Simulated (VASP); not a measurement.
# CdS (P6_3/mmc) in VASP: a series of runs, part 2 of 2

VASP 6.6.1. The steps go on from the part before.

### Step 5. Single point, r2SCAN

This run uses another cell than the first one, of 20.59 Å³/atom.

File POSCAR:

```
CdS
1.0
    3.8410415908      0.0000000000      0.0000000000
   -1.9205207954      3.3264395946      0.0000000000
    0.0000000000      0.0000000000      6.4452705618
Cd S
2 2
Direct
    0.0000000000      0.0000000000      0.0000000000
    0.0000000000      0.0000000000      0.5000000000
    0.3333333333      0.6666666667      0.2500000000
    0.6666666667      0.3333333333      0.7500000000
```

File INCAR.step1:

```
SYSTEM = CdS
PREC = Accurate
ENCUT = 520
ISMEAR = 0
SIGMA = 0.01
LREAL = .False.
LASPH = .True.
NELM = 80
NBANDS = 26
GGA = PE
ALGO = Normal
EDIFF = 1E-4
LWAVE = .True.
LCHARG = .False.
```

File INCAR.step2:

```
SYSTEM = CdS
PREC = Accurate
ENCUT = 520
EDIFF = 1E-6
ISMEAR = 0
SIGMA = 0.01
LREAL = .False.
LASPH = .True.
NELM = 80
ALGO = Normal
ISIF = 2
LWAVE = .False.
LCHARG = .False.
METAGGA = R2SCAN
LMIXTAU = .True.
NBANDS = 26
ISTART = 1
```

File KPOINTS:

```
regular mesh
0
Gamma
  12 12 4
  0 0 0
```

Potentials or basis: VASP PAW PBE potentials, release 64 (Cd, S).

On the command line:

```console
$ cat potpaw_PBE.64/Cd/POTCAR potpaw_PBE.64/S/POTCAR > POTCAR
$ cp INCAR.step1 INCAR
$ mpirun -np 1 vasp_std > vasp.out
$ cp INCAR.step2 INCAR
$ mpirun -np 1 vasp_std > vasp.out
```

OUTCAR:

```text
SYSTEM = CdS
   PREC = Accurate
   ENCUT = 520
   EDIFF = 1E-6
   ISMEAR = 0
   LREAL = .False.
   LASPH = .True.
   NELM = 80
   ISIF = 2
   METAGGA = R2SCAN
   ISTART = 1

 ion  position               nearest neighbor table
   1  0.000  0.000  0.000-   3 2.74   4 2.74   3 2.74   4 2.74   4 2.74   3 2.74   2 3.22   2 3.22

   2  0.000  0.000  0.500-   3 2.74   4 2.74   3 2.74   4 2.74   4 2.74   3 2.74   1 3.22   1 3.22

   3  0.333  0.667  0.250-   1 2.74   2 2.74   1 2.74   2 2.74   1 2.74   2 2.74
   4  0.667  0.333  0.750-   1 2.74   2 2.74   1 2.74   2 2.74   1 2.74   2 2.74

  LATTYP: Found a hexagonal cell.
 ALAT       =     3.8410415908
 C/A-ratio  =     1.6780007218

  Lattice vectors:

 A1 = (   3.8410415908,   0.0000000000,   0.0000000000)
 A2 = (  -1.9205207954,   3.3264395946,   0.0000000000)
 A3 = (   0.0000000000,   0.0000000000,   6.4452705618)

Analysis of symmetry for initial positions (statically):
=====================================================================
 Subroutine PRICEL returns:
 Original cell was already a primitive cell.

 Routine SETGRP: Setting up the symmetry group for a
[... 174 lines left out ...]

 E-fermi :   2.6962     XC(G=0): -10.9023

 val. band max:        2.6555668195   @ k =   0.0000   0.0000   0.0000
 cond. band min:       3.8980797561   @ k =   0.0000   0.0000   0.0000
 fundamental gap:      1.2425129366
 Fermi energy:         2.6962072736

 k-point     1 :       0.0000    0.0000    0.0000
  band No.  band energies     occupation
      1     -10.6538      2.00000
      2      -9.5756      2.00000
      3      -5.6731      2.00000
      4      -5.6380      2.00000
      5      -5.6380      2.00000
      6      -5.3050      2.00000
[... 685 lines left out ...]
     25      11.5482      0.00000
     26      12.5920      0.00000

 [... further k-points ...]

------------------------ aborting loop because EDIFF is reached ----------------------------------------

  FORCE on cell =-STRESS in cart. coord.  units (eV):
  Direction    XX          YY          ZZ          XY          YZ          ZX
  --------------------------------------------------------------------------------------
  -------------------------------------------------------------------------------------
  Total        0.2237896      0.2237896      0.2509231      0.0000000      0.0000000     -0.0000000
  in kB        4.3539230      4.3539230      4.8818161      0.0000000      0.0000000     -0.0000000
  external PRESSURE =       4.5298874 kB  Pullay stress =       0.0000000 kB

 VOLUME and BASIS-vectors are now :
 -----------------------------------------------------------------------------
  energy-cutoff  :      520.00
  volume of cell :       82.35
      direct lattice vectors                 reciprocal lattice vectors
     3.841041591  0.000000000  0.000000000     0.260346048  0.150310861  0.000000000
    -1.920520795  3.326439595  0.000000000     0.000000000  0.300621722  0.000000000
     0.000000000  0.000000000  6.445270562     0.000000000  0.000000000  0.155152525

 POSITION                                       TOTAL-FORCE (eV/Angst)
 -----------------------------------------------------------------------------------
      0.00000      0.00000      0.00000         0.000000      0.000000      0.000000
      0.00000      0.00000      3.22264         0.000000      0.000000      0.000000
     -0.00000      2.21763      1.61132         0.000000     -0.000000      0.000000
      1.92052      1.10881      4.83395        -0.000000      0.000000      0.000000
 -----------------------------------------------------------------------------------
    total drift:                               -0.000000      0.000000     -0.000000

  FREE ENERGIE OF THE ION-ELECTRON SYSTEM (eV)
  ---------------------------------------------------
  free  energy   TOTEN  =       -58.8533663935 eV

  energy  without entropy=      -58.8533663935  energy(sigma->0) =      -58.85336639
```

OSZICAR.step1:

```text
N       E                     dE             d eps       ncg     rms          rms(c)
DAV:   1     0.255246855227E+03    0.25525E+03   -0.18401E+04  3028   0.131E+03
DAV:   2     0.768722484673E+00   -0.25448E+03   -0.24411E+03  3208   0.329E+02
DAV:   3    -0.126288989454E+02   -0.13398E+02   -0.13321E+02  3536   0.764E+01
DAV:   4    -0.127423423698E+02   -0.11344E+00   -0.11335E+00  3418   0.679E+00
DAV:   5    -0.127436875918E+02   -0.13452E-02   -0.13451E-02  3414   0.750E-01    0.109E+01
DAV:   6    -0.116116966375E+02    0.11320E+01   -0.19912E+00  3546   0.145E+01    0.918E+00
DAV:   7    -0.115793826553E+02    0.32314E-01   -0.63565E-01  3290   0.445E+00    0.452E+00
DAV:   8    -0.115760874198E+02    0.32952E-02   -0.64791E-02  3228   0.258E+00    0.484E-01
DAV:   9    -0.115747545990E+02    0.13328E-02   -0.96838E-03  3460   0.117E+00    0.118E-01
DAV:  10    -0.115747864646E+02   -0.31866E-04   -0.82405E-04  3260   0.260E-01
   1 F= -.11574786E+02 E0= -.11574786E+02  d E =-.216122E-53
```

Run time: 6.5 min. Hardware: 1 thread of Intel Xeon 8259CL, shared host; peak memory 0.27 GiB.

What came out:

```
Free energy            : -58.8534 eV
Pressure               : 0.5 GPa
Band gap on the k mesh : 1.24 eV
```

Levels at points of the mesh, in eV from the valence-band top:
```
           k point  band 14  band 15  band 16  band 17  band 18  band 19  band 20  band 21  band 22  band 23
(0.00, 0.00, 0.00)    -0.93    -0.77    -0.77     0.00     0.00     1.24     4.02     7.31     7.31     7.85
(0.50, 0.00, 0.00)    -3.81    -3.14    -2.11    -1.43    -0.05     2.94     4.21     4.36     6.46     7.48
(0.00, 0.00, 0.50)    -3.50    -0.36    -0.36    -0.36    -0.36     3.64     3.64     7.34     7.34     7.78
(0.50, 0.00, 0.50)    -4.69    -1.34    -1.34    -1.19    -1.19     2.56     2.56     6.36     6.36     8.69
```

Caveat: the PAW data sets were made with another functional, which shifts forces and pressure a little. A k mesh can miss the band edges.

### Step 6. Summary

| level | cell | k mesh | gap on the mesh (eV) | pressure (GPa) |
| --- | --- | --- | --- | --- |
| r2SCAN | a = 3.879, b = 3.879, c = 6.509 Å, angles 90.0, 90.0, 120.0°, 4 atoms | 6 × 6 × 4 | 1.10 | -1.8 |
| r2SCAN | a = 3.916, b = 3.916, c = 6.572 Å, angles 90.0, 90.0, 120.0°, 4 atoms | 6 × 6 × 4 | 0.97 | -3.8 |
| PBE | a = 3.841, b = 3.841, c = 6.445 Å, angles 90.0, 90.0, 120.0°, 4 atoms | 12 × 12 × 4 | 0.64 | 2.2 |
| r2SCAN | a = 3.841, b = 3.841, c = 6.445 Å, angles 90.0, 90.0, 120.0°, 4 atoms | 12 × 12 × 4 | 1.24 | 0.5 |

Alike in all rows: task single point; potentials or basis VASP PAW PBE potentials, release 64 (Cd, S); no spin polarisation; cutoff (eV) 520; smearing gaussian 0.01 eV.

Caveats: the PAW data sets were made with another functional, which shifts forces and pressure a little (at least some runs); the cell stands under tension (at least some runs).

Absolute energies hang on the potentials; compare differences alone.
